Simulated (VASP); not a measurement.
Here is a VASP 6.6.1 calculation.

POSCAR

```
PbSe
1.0
    4.9671785711      0.0000000000      0.0000000000
   -2.4835892856      4.3017028277      0.0000000000
    0.0000000000      0.0000000000      5.9661839649
Pb Se
2 2
Direct
    0.3333333333      0.6666666667     -0.0625296050
    0.6666666667      0.3333333333      0.4374703950
    0.3333333333      0.6666666667      0.4375296050
    0.6666666667      0.3333333333      0.9375296050
```

File INCAR.step1:

```
  PREC = Accurate
  ENCUT = 520
  ISMEAR = 0
  SIGMA = 0.01
  LREAL = F
  LASPH = T
  NELM = 60
  NBANDS = 28
  GGA = PE
  ALGO = Normal
  EDIFF = 1E-4
  LWAVE = T
  LCHARG = F
```

INCAR.step2

```
  PREC = Accurate
  ENCUT = 520
  EDIFF = 1E-7
  ISMEAR = 0
  SIGMA = 0.01
  LREAL = F
  LASPH = T
  NELM = 60
  ALGO = Normal
  ISIF = 2
  LWAVE = F
  LCHARG = F
  METAGGA = R2SCAN
  LMIXTAU = T
  NBANDS = 28
  ISTART = 1
```

Contents of KPOINTS:

```
Automatic mesh
0
Gamma
  6 6 4
```

Potentials or basis: VASP PAW PBE potentials, release 64 (Pb_d, Se).

Command:

```sh
$ cat potpaw_PBE.64/Pb_d/POTCAR potpaw_PBE.64/Se/POTCAR > POTCAR
$ cp INCAR.step1 INCAR
$ mpirun -np 1 vasp_std > vasp.out
$ cp INCAR.step2 INCAR
$ mpirun -np 1 vasp_std > vasp.out
```

Problem. Estimate the pressure.

Solution. 6.3 GPa.

Problem. Predict the band gap on the k mesh.

Solution. 1.25 eV.

Stress tensor (GPa, compression positive):
```
6.13 0.00 0.00
0.00 6.13 0.00
0.00 0.00 6.64
```

Caveat: the cell differs from its parent crystal (strain -4.0%); the cell stands under pressure; the PAW data sets were made with another functional, which shifts forces and pressure a little; spin-orbit coupling is left out, which moves the levels of the heavy elements. A k mesh can miss the band edges.
